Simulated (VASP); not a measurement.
# AlCo: single point with LDA

Crystal: AlCo.

```xyz
2
Lattice="2.8194 0.0000 0.0000 0.0000 2.8194 0.0000 0.0000 0.0000 2.8194" Properties=species:S:1:pos:R:3 pbc="T T T"
Al    0.0000    0.0000    0.0000
Co    1.4097    1.4097    1.4097
```

```json
{"Program": "VASP 6.6.1", "Task": "single point", "Functional": "LDA", "Potentials or basis": "VASP PAW LDA potentials, release 64 (Al, Co)", "Cutoff": "520 eV", "k mesh": "6 × 6 × 6, shifted", "Occupations": "fermi-dirac, width 0.02 eV", "Spin": "collinear spin, ferromagnetic start", "Starting moments": "[0.01, 1.25] μB", "Fixed moment": "1.2 μB"}
```

```yaml
Pressure: 3.1 GPa
Net_moment: 1.20 μB per cell
Site_moments: Al +0.00; Co +1.14 μB
Valence_electrons_inside_the_program's_atomic_spheres: Al 0.86; Co 8.51
```

Wall time 4.8 s on 1 thread of Intel Xeon 6975P-C (shared host), peak memory 0.13 GiB.

Caveat: the k points lie up to 0.37 Å⁻¹ apart; the total moment is fixed, so each spin has its own Fermi level.
